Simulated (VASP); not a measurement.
# MoS2 in VASP: settings compared

The runs below take MoS2 through single point, with PBEsol-based screened hybrid, r2SCAN50.

Everything below comes from runs of VASP 6.6.1. Logs are shortened: lines on timing, memory, paths and dates and some standing lists are left out, and cuts for length are marked.

## Step 1: The cell of the first run

The cell holds a slab with vacuum, 3 atoms: a = 3.184 Å, b = 3.184 Å, c = 17.335 Å, α = 90.00°, β = 90.00°, γ = 120.00°.

## Step 2: Single point, PBEsol-based screened hybrid

Contents of POSCAR:

```
MoS2
1.0
    3.1841260822      0.0000000000      0.0000000000
   -1.5920630411      2.7575340760      0.0000000000
    0.0000000000      0.0000000000     17.3345999500
Mo S
1 2
Direct
    0.0000000000      0.0000000000      0.0000000000
    0.3333333333      0.6666666667      0.9105070200
    0.3333333333      0.6666666667      0.0894929800
```

Contents of INCAR.step1:

```
SYSTEM = MoS2
PREC = Accurate
ENCUT = 520
EDIFF = 1E-5
ISMEAR = -1
SIGMA = 0.05
LREAL = .False.
LASPH = .True.
NELM = 100
ALGO = Normal
ISIF = 2
LWAVE = .True.
GGA = PE
NBANDS = 20
```

Contents of INCAR.step2:

```
SYSTEM = MoS2
PREC = Accurate
ENCUT = 520
EDIFF = 1E-6
ISMEAR = -1
SIGMA = 0.05
LREAL = .False.
LASPH = .True.
NELM = 100
ALGO = Normal
ISIF = 2
LWAVE = .False.
LCHARG = .True.
GGA = PS
LHFCALC = .True.
AEXX = 0.25
HFSCREEN = 0.207
PRECFOCK = Normal
LELF = .True.
LVHAR = .True.
ISTART = 1
NBANDS = 20
```

Contents of KPOINTS:

```
regular mesh
0
Gamma
  5 5 1
  0 0 0
```

Potentials or basis: VASP PAW PBE potentials, release 64 (Mo_sv, S).

Started as:

```sh
> cat potpaw_PBE.64/Mo_sv/POTCAR potpaw_PBE.64/S/POTCAR > POTCAR
> cp INCAR.step1 INCAR
> mpirun -np 1 vasp_std > vasp.out
> cp INCAR.step2 INCAR
> mpirun -np 1 vasp_std > vasp.out
```

OUTCAR:

```text
SYSTEM = MoS2
   PREC = Accurate
   ENCUT = 520
   EDIFF = 1E-6
   ISMEAR = -1
   LREAL = .False.
   LASPH = .True.
   NELM = 100
   ISIF = 2
   GGA = PS
   LHFCALC = .True.
   AEXX = 0.25
   HFSCREEN = 0.207
   PRECFOCK = Normal
   ISTART = 1

 ion  position               nearest neighbor table
   1  0.000  0.000  0.000-   2 2.41   3 2.41   2 2.41   3 2.41   2 2.41   3 2.41
   2  0.333  0.667  0.911-   1 2.41   1 2.41   1 2.41
   3  0.333  0.667  0.089-   1 2.41   1 2.41   1 2.41

  LATTYP: Found a hexagonal cell.
 ALAT       =     3.1841260822
 C/A-ratio  =     5.4440683260

  Lattice vectors:

 A1 = (   3.1841260822,   0.0000000000,   0.0000000000)
 A2 = (  -1.5920630411,   2.7575340760,   0.0000000000)
 A3 = (   0.0000000000,   0.0000000000,  17.3345999500)

Analysis of symmetry for initial positions (statically):
=====================================================================
 Subroutine PRICEL returns:
 Original cell was already a primitive cell.

 Routine SETGRP: Setting up the symmetry group for a
 hexagonal supercell.

 Subroutine GETGRP returns: Found 12 space group operations
 (whereof 12 operations were pure point group operations)
 out of a pool of 24 trial point group operations.

The static configuration has the point symmetry D_3h.

Analysis of symmetry for dynamics (positions and initial velocities):
=====================================================================
 Subroutine PRICEL returns:
 Original cell was already a primitive cell.

 Routine SETGRP: Setting up the symmetry group for a
 hexagonal supercell.

 Subroutine GETGRP returns: Found 12 space group operations
 (whereof 12 operations were pure point group operations)
 out of a pool of 24 trial point group operations.

The dynamic configuration has the point symmetry D_3h.

 Subroutine INISYM returns: Found 12 space group operations
 (whereof 12 operations are pure point group operations),
 and found     1 'primitive' translations

----------------------------------------------------------------------------------------

                                     Primitive cell

  volume of cell :     152.2036

  direct lattice vectors                    reciprocal lattice vectors
     3.184126082  0.000000000  0.000000000     0.314057915  0.181321422  0.000000000
    -1.592063041  2.757534076  0.000000000     0.000000000  0.362642844  0.000000000
     0.000000000  0.000000000 17.334599950     0.000000000  0.000000000  0.057688092

  length of vectors
     3.184126082  3.184126082 17.334599950     0.362642844  0.362642844  0.057688092

  position of ions in fractional coordinates (direct lattice)
     0.000000000  0.000000000  0.000000000
     0.333333333  0.666666667  0.910507020
     0.333333333  0.666666667  0.089492980

  ion indices of the primitive-cell ions
   primitive index   ion index
                 1           1
                 2           2
                 3           3

----------------------------------------------------------------------------------------

 KPOINTS: regular mesh

Automatic generation of k-mesh.
 Grid dimensions read from file:
 generate k-points for:    5    5    1

 Generating k-lattice:

  Cartesian coordinates                     Fractional coordinates (reciprocal lattice)
     0.062811583  0.036264284  0.000000000     0.200000000  0.000000000  0.000000000
     0.000000000  0.072528569  0.000000000     0.000000000  0.200000000  0.000000000
     0.000000000  0.000000000  0.057688092     0.000000000  0.000000000  1.000000000

  Length of vectors
     0.072528569  0.072528569  0.057688092

  Shift w.r.t. Gamma in fractional coordinates (k-lattice)
     0.000000000  0.000000000  0.000000000

 Subroutine IBZKPT returns following result:
 ===========================================

 Found      5 irreducible k-points:

 Following reciprocal coordinates:
            Coordinates               Weight
  0.000000  0.000000  0.000000      1.000000
  0.200000  0.000000  0.000000      6.000000
  0.400000  0.000000  0.000000      6.000000
  0.200000  0.200000  0.000000      6.000000
  0.400000  0.200000  0.000000      6.000000
   k-points           NKPTS =      5   k-points in BZ     NKDIM =     25   number of bands    NBANDS=     20
   number of dos      NEDOS =    301   number of ions     NIONS =      3
   total plane-waves  NPLWV =  80640
   dimension x,y,z NGX =    24 NGY =   24 NGZ =  140
   dimension x,y,z NGXF=    48 NGYF=   48 NGZF=  280
   ions per type =               1   2
   NGX,Y,Z   is equivalent  to a cutoff of  12.53, 12.53, 13.43 a.u.
   NGXF,Y,Z  is equivalent  to a cutoff of  25.06, 25.06, 26.85 a.u.
 SYSTEM =  MoS2
   PREC   = accura    normal or accurate (medium, high low for compatibility)
   ISTART =      1    job   : 0-new  1-cont  2-samecut
   ICHARG =      0    charge: 1-file 2-atom 10-const
   ISPIN  =      1    spin polarized calculation?
   LNONCOLLINEAR =      F non collinear calculations
   LSORBIT =      F    spin-orbit coupling
   LASPH  =      T    aspherical Exc in radial PAW
   ENCUT  =  520.0 eV  38.22 Ry    6.18 a.u.   5.92  5.92 32.23*2*pi/ulx,y,z
   NELM   =    100;   NELMIN=  2; NELMDL=  0     # of ELM steps
   EDIFF  = 0.1E-05   stopping-criterion for ELM
   LREAL  =      F    real-space projection
   EDIFFG = 0.1E-04   stopping-criterion for IOM
   NSW    =      0    number of steps for IOM
   IBRION =     -1    ionic relax: 0-MD 1-quasi-New 2-CG
   NFREE  =      0    steps in history (QN), initial steepest desc. (CG)
   ISIF   =      2    stress and relaxation
   ISYM   =      3    0-nonsym 1-usesym 2-fastsym
   POTIM  = 0.5000    time-step for ionic-motion
   TEBEG  =    0.0;   TEEND  =   0.0 temperature during run
   PSTRESS=    0.0 pullay stress
   NELECT =      26.0000    total number of electrons
   NUPDOWN=      -1.0000    fix difference up-down
   EMIN   =  10.00;   EMAX   =-10.00  energy-range for DOS
   EFERMI =   0.00;   METHOD = LEGACY
   ISMEAR =    -1;   SIGMA  =   0.05  broadening in eV -4-tet -1-fermi 0-gaus
   EFERMI_NEDOS =   21; number of points for ismear=-14 and -15
   IALGO  =     38    algorithm
   IMIX   =      1    mixing-type and parameters
     AMIX     =   0.40;   BMIX     =  1.00
     AMIX_MAG =   1.60;   BMIX_MAG =  1.00
  volume/ion in A,a.u.               =      50.73       342.37
  Fermi-wavevector in a.u.,A,eV,Ry     =   0.908359  1.716550 11.226391  0.825116
  Thomas-Fermi vector in A             =   2.032276
   LORBIT       =      0    0 simple, 1 ext, 2 COOP (PROOUT), +10 PAW based schemes
   GGA     = PS    functional components
   LHFCALC =     T    Hartree Fock is set to
   PRECFOCK=normal    Normal, Fast or Accurate (Low or Medium for compatibility)
   ENCUT4O =  -1.0   cutoff for four orbital integrals eV
   NKREDX  =     1    reduce k-point grid by
   NKREDY  =     1    reduce k-point grid by
   NKREDZ  =     1    reduce k-point grid by
   AEXX    =    0.2500 exact exchange contribution
   HFSCREEN=    0.2070 screening length (either q_TF or 0.3 A-1)
   HFSCREENC=   0.2070 screening length for correlation (either q_TF or 0.3 A-1)
   ENCUTFOCK=  -1.0 apply spherical cutoff to Coloumb kernel
   IVDW    =     0    specifies the selected vdW correction
   LEPSILON=     F    determine dielectric tensor
   LRPA    =     F    only Hartree local field effects (RPA)
 non-spin polarized calculation
  energy-cutoff  :      520.00
  volume of cell :      152.20
 maximum number of plane-waves:      4124
 NGX is ok and might be reduce to    24
  NGX = 18; NGY = 18; NGZ = 98

 number of electron      25.9999999 magnetization

 Free energy of the ion-electron system (eV)
  ---------------------------------------------------
  ext. energy  EPLUGINS =         0.00000000
  ---------------------------------------------------
  free energy    TOTEN  =       -27.21742199 eV

  energy without entropy =      -27.21742199  energy(sigma->0) =      -27.21742199

 E-fermi :  -0.6069     XC(G=0):  -3.6253

 val. band max:       -1.8993781472   @ k =   0.0000   0.0000   0.0000
 cond. band min:       0.6504269153   @ k =   0.4000   0.2000   0.0000
 fundamental gap:      2.5498050624
 Fermi energy:        -0.6069494841

 k-point     1 :       0.0000    0.0000    0.0000
  band No.  band energies     occupation
      1     -66.7297      2.00000
      2     -39.4718      2.00000
      3     -39.2272      2.00000
      4     -39.2272      2.00000
      5     -17.6067      2.00000
      6     -16.1110      2.00000
[... 12 lines left out ...]
     19       4.5097      0.00000
     20       5.0623      0.00000

 k-point     2 :       0.2000    0.0000    0.0000
  band No.  band energies     occupation
      1     -66.7141      2.00000
      2     -39.4408      2.00000
      3     -39.3876      2.00000
      4     -39.2639      2.00000
      5     -16.9895      2.00000
      6     -15.8698      2.00000
[... 12 lines left out ...]
     19       5.2708      0.00000
     20       6.1987      0.00000

 k-point     3 :       0.4000    0.0000    0.0000
  band No.  band energies     occupation
      1     -66.6887      2.00000
      2     -39.6397      2.00000
      3     -39.3896      2.00000
      4     -39.3230      2.00000
      5     -15.7772      2.00000
      6     -15.4095      2.00000
[... 12 lines left out ...]
     19       6.7217      0.00000
     20       6.8466      0.00000

 k-point     4 :       0.2000    0.2000    0.0000
  band No.  band energies     occupation
      1     -66.6936      2.00000
      2     -39.5512      2.00000
      3     -39.3996      2.00000
      4     -39.3538      2.00000
      5     -16.0469      2.00000
      6     -15.4964      2.00000
[... 12 lines left out ...]
     19       6.6369      0.00000
     20       7.5010      0.00000

 k-point     5 :       0.4000    0.2000    0.0000
  band No.  band energies     occupation
      1     -66.6809      2.00000
      2     -39.6282      2.00000
      3     -39.4315      2.00000
      4     -39.3740      2.00000
      5     -15.3452      2.00000
      6     -15.2116      2.00000
[... 12 lines left out ...]
     19       7.8691      0.00000
     20       8.2912      0.00000

------------------------ aborting loop because EDIFF is reached ----------------------------------------

  FORCE on cell =-STRESS in cart. coord.  units (eV):
  Direction    XX          YY          ZZ          XY          YZ          ZX
  --------------------------------------------------------------------------------------
  -------------------------------------------------------------------------------------
  Total       -2.4181237     -2.4181237     -1.7078386      0.0000000      0.0000000     -0.0000000
  in kB      -25.4544742    -25.4544742    -17.9776297      0.0000000      0.0000000     -0.0000000
  external PRESSURE =     -22.9621927 kB  Pullay stress =       0.0000000 kB

 VOLUME and BASIS-vectors are now :
 -----------------------------------------------------------------------------
  energy-cutoff  :      520.00
  volume of cell :      152.20
      direct lattice vectors                 reciprocal lattice vectors
     3.184126082  0.000000000  0.000000000     0.314057915  0.181321422  0.000000000
    -1.592063041  2.757534076  0.000000000     0.000000000  0.362642844  0.000000000
     0.000000000  0.000000000 17.334599950     0.000000000  0.000000000  0.057688092

 POSITION                                       TOTAL-FORCE (eV/Angst)
 -----------------------------------------------------------------------------------
      0.00000      0.00000      0.00000        -0.000000     -0.000000      0.000000
     -0.00000      1.83836     15.78327         0.000000      0.000000      0.539089
     -0.00000      1.83836      1.55133         0.000000     -0.000000     -0.539089
 -----------------------------------------------------------------------------------
    total drift:                                0.000000     -0.000000      0.000000

  FREE ENERGIE OF THE ION-ELECTRON SYSTEM (eV)
  ---------------------------------------------------
  free  energy   TOTEN  =       -27.2174219931 eV

  energy  without entropy=      -27.2174219930  energy(sigma->0) =      -27.21742199
```

Wall time 9.2 min (1 thread of Intel Xeon Platinum 8488C (Sapphire Rapids), shared host); peak memory 0.36 GiB.

Results:

* Free energy: -27.2174 eV
* Largest force: 0.539 eV/Å
* Band gap on the k mesh: 2.55 eV, indirect (least direct gap 2.87 eV)

Forces in eV/Å, atoms in the order of the input:
```
Mo   0.000  0.000  0.000
S    0.000  0.000  0.539
S    0.000  0.000 -0.539
```

Caveat: the k points lie up to 0.46 Å⁻¹ apart; the PAW data sets were made with another functional, which shifts forces and pressure a little.

[end of part 1 of 2]
